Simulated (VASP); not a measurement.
# Cd3Se (I4/mmm) in VASP: a series of runs, part 2 of 2

VASP 6.6.1.

## 3. Single point, LDA

This run uses another cell than the first one, of 26.37 Å³/atom, 1.020 times its volume.

INCAR

```
SYSTEM = Cd3Se
ALGO     = Normal         ! electronic algorithm
EDIFF    = 1E-7           ! SCF threshold, eV
ENCUT    = 520            ! plane-wave cutoff, eV
GGA      = CA             ! functional
ISIF     = 2              ! what is computed and relaxed
ISMEAR   = -1             ! smearing method
LASPH    = .TRUE.         ! aspherical terms in the spheres
LCHARG   = .FALSE.        ! write CHGCAR
LREAL    = .FALSE.        ! projectors in reciprocal space
LWAVE    = .FALSE.        ! write WAVECAR
NBANDS   = 29             ! bands
NELM     = 80             ! most SCF steps
PREC     = Accurate       ! precision mode
SIGMA    = 0.05           ! smearing width, eV
```

KPOINTS

```
k-points
0
G
  9 9 9
  0 0 0
```

POSCAR

```
Cd3Se
1.0
   -2.0678107247      2.0678107247      6.1671823438
    2.0678107247     -2.0678107247      6.1671823438
    2.0678107247      2.0678107247     -6.1671823438
Cd Se
3 1
Direct
    0.5000000000      0.5000000000      0.0000000000
    0.2500000000      0.7500000000      0.5000000000
    0.7500000000      0.2500000000      0.5000000000
    0.0000000000      0.0000000000      0.0000000000
```

Potentials or basis: VASP PAW LDA potentials, release 64 (Cd, Se).

The run is started by

```sh
cat potpaw_LDA.64/Cd/POTCAR potpaw_LDA.64/Se/POTCAR > POTCAR
mpirun -np 1 vasp_std > vasp.out
```

OUTCAR:

```text
SYSTEM = Cd3Se
   EDIFF = 1E-7
   ENCUT = 520
   GGA = CA
   ISIF = 2
   ISMEAR = -1
   LASPH = .TRUE.
   LREAL = .FALSE.
   NELM = 80
   PREC = Accurate

 ion  position               nearest neighbor table
   1  0.500  0.500  0.000-   4 2.92   4 2.92   4 2.92   4 2.92   3 3.71   2 3.71   3 3.71   3 3.71
                             2 3.71   2 3.71   3 3.71   2 3.71
   2  0.250  0.750  0.500-   3 2.92   3 2.92   3 2.92   3 2.92   1 3.71   1 3.71   1 3.71   1 3.71

   3  0.750  0.250  0.500-   2 2.92   2 2.92   2 2.92   2 2.92   1 3.71   1 3.71   1 3.71   1 3.71

   4  0.000  0.000  0.000-   1 2.92   1 2.92   1 2.92   1 2.92

  LATTYP: Found a body centered tetragonal cell.
 ALAT       =     4.1356214494
 C/A-ratio  =     2.9824694640

  Lattice vectors:

 A1 = (  -2.0678107247,   2.0678107247,   6.1671823438)
 A2 = (   2.0678107247,  -2.0678107247,   6.1671823438)
 A3 = (   2.0678107247,   2.0678107247,  -6.1671823438)

Analysis of symmetry for initial positions (statically):
=====================================================================
 Subroutine PRICEL returns:
 Original cell was already a primitive cell.
[... 168 lines left out ...]
  ext. energy  EPLUGINS =         0.00000000
  ---------------------------------------------------
  free energy    TOTEN  =        -8.34587495 eV

  energy without entropy =       -8.33716373  energy(sigma->0) =       -8.34151934

 E-fermi :   1.4906     XC(G=0): -10.0967

 val. band max:        1.4716422807   @ k =   0.3333   0.3333   0.0000
 cond. band min:       1.5068019996   @ k =   0.2222   0.1111   0.0000
 fundamental gap:      0.0351597189
 Fermi energy:         1.4906002963

 k-point     1 :       0.0000    0.0000    0.0000
  band No.  band energies     occupation
      1     -11.1488      2.00000
      2      -7.7730      2.00000
      3      -7.5165      2.00000
      4      -7.3755      2.00000
      5      -7.0155      2.00000
      6      -7.0155      2.00000
[... 757 lines left out ...]
     28      10.0600      0.00000
     29      10.3637      0.00000

 [... further k-points ...]
[... 5 lines left out ...]
  --------------------------------------------------------------------------------------
  -------------------------------------------------------------------------------------
  Total       -5.1082825     -5.1082825     -2.2818297      0.0000000      0.0000000      0.0000000
  in kB      -77.5920350    -77.5920350    -34.6597535      0.0000000      0.0000000      0.0000000
  external PRESSURE =     -63.2812745 kB  Pullay stress =       0.0000000 kB

 VOLUME and BASIS-vectors are now :
 -----------------------------------------------------------------------------
  energy-cutoff  :      520.00
  volume of cell :      105.48
      direct lattice vectors                 reciprocal lattice vectors
    -2.067810725  2.067810725  6.167182344     0.000000000  0.241801628  0.081074301
     2.067810725 -2.067810725  6.167182344     0.241801628  0.000000000  0.081074301
     2.067810725  2.067810725 -6.167182344     0.241801628  0.241801628  0.000000000

 POSITION                                       TOTAL-FORCE (eV/Angst)
 -----------------------------------------------------------------------------------
      0.00000      0.00000      6.16718        -0.000000      0.000000     -0.000000
      2.06781      0.00000      3.08359         0.000000     -0.000000     -0.000000
      0.00000      2.06781      3.08359         0.000000     -0.000000      0.000000
      0.00000      0.00000      0.00000        -0.000000      0.000000     -0.000000
 -----------------------------------------------------------------------------------
    total drift:                               -0.000000      0.000000      0.000000

  FREE ENERGIE OF THE ION-ELECTRON SYSTEM (eV)
  ---------------------------------------------------
  free  energy   TOTEN  =        -8.3458749472 eV

  energy  without entropy=       -8.3371637294  energy(sigma->0) =       -8.34151934
```

stdout:

```text
POSCAR found type information on POSCAR CdSe
 POSCAR found :  2 types and       4 ions
 scaLAPACK will be used
 LDA part: xc-table for (Slater(with rela. corr.)+CA(PZ))
 , standard interpolation
 POSCAR, INCAR and KPOINTS ok, starting setup
 FFT: planning ... GRIDC
 FFT: planning ... GRID_SOFT
 FFT: planning ... GRID
 WAVECAR not read
 entering main loop
```

Run time: 3.3 min. Hardware: 1 thread of Intel Xeon 6975P-C (Granite Rapids), shared host; peak memory 0.41 GiB.

Results:

```
Free energy            : -8.3459 eV
Pressure               : -6.3 GPa
Band gap on the k mesh : zero (band 21 reaches 2.26 eV, above the bottom of band 22 at 0.70 eV)
```

Stress tensor (GPa, compression positive):
```
-7.76  0.00  0.00
 0.00 -7.76  0.00
 0.00  0.00 -3.47
```

Levels at points of the mesh, in eV from the Fermi level:
```csv
k point,band 17,band 18,band 19,band 20,band 21,band 22,band 23,band 24,band 25,band 26
"(0.00, 0.00, 0.00)",-5.48,-3.23,-1.73,-1.73,-0.69,2.38,2.72,2.72,4.03,4.94
```

## 4. Single point, LDA

This run uses another cell than the first one, of 26.88 Å³/atom, 1.039 times its volume.

INCAR

```
PREC = Accurate
ENCUT = 520
EDIFF = 1E-6
ISMEAR = -1
SIGMA = 0.05
LREAL = False
LASPH = True
NELM = 100
ALGO = Normal
ISIF = 2
LWAVE = False
LCHARG = False
NBANDS = 29
```

KPOINTS

```
Automatic mesh
0
Gamma
  9 9 9
```

POSCAR

```
Cd3Se
1.0
   -2.0809818488      2.0809818488      6.2064648191
    2.0809818488     -2.0809818488      6.2064648191
    2.0809818488      2.0809818488     -6.2064648191
Cd Se
3 1
Direct
    0.5000000000      0.5000000000      0.0000000000
    0.2500000000      0.7500000000      0.5000000000
    0.7500000000      0.2500000000      0.5000000000
    0.0000000000      0.0000000000      0.0000000000
```

The run is started by

```sh
cat potpaw_LDA.64/Cd/POTCAR potpaw_LDA.64/Se/POTCAR > POTCAR
mpirun -np 1 vasp_std > vasp.out
```

It took 3 min on 1 thread of Intel Xeon 6975P-C (Granite Rapids), shared host; peak memory 0.42 GiB.

The run converged. Its results:

```yaml
Free_energy: -8.2633 eV
Pressure: -6.7 GPa
Band_gap_on_the_k_mesh: zero (band 21 reaches 2.09 eV, above the bottom of band 22 at 0.54 eV)
```

Stress tensor (GPa, compression positive):
```
-8.26  0.00  0.00
 0.00 -8.26  0.00
 0.00  0.00 -3.65
```

Levels at points of the mesh, in eV from the Fermi level:
```
           k point  band 17  band 18  band 19  band 20  band 21  band 22  band 23  band 24  band 25  band 26
(0.00, 0.00, 0.00)    -5.42    -3.12    -1.67    -1.67    -0.71     2.36     2.71     2.71     3.92     4.95
```

## 5. The runs side by side

| cell | gap on the mesh (eV) | pressure (GPa) |
| --- | --- | --- |
| a = 6.781 Å, angles 144.7, 144.7, 50.7°, 4 atoms | none | -5.9 |
| a = 6.825 Å, angles 144.7, 144.7, 50.7°, 4 atoms | none | -6.3 |
| a = 6.869 Å, angles 144.7, 144.7, 50.7°, 4 atoms | none | -6.7 |

Alike in all rows: task single point; level LDA; potentials or basis VASP PAW LDA potentials, release 64 (Cd, Se); no spin polarisation; k mesh 9 × 9 × 9; cutoff (eV) 520; smearing fermi-dirac 0.05 eV.

Absolute energies hang on the potentials; compare differences alone.
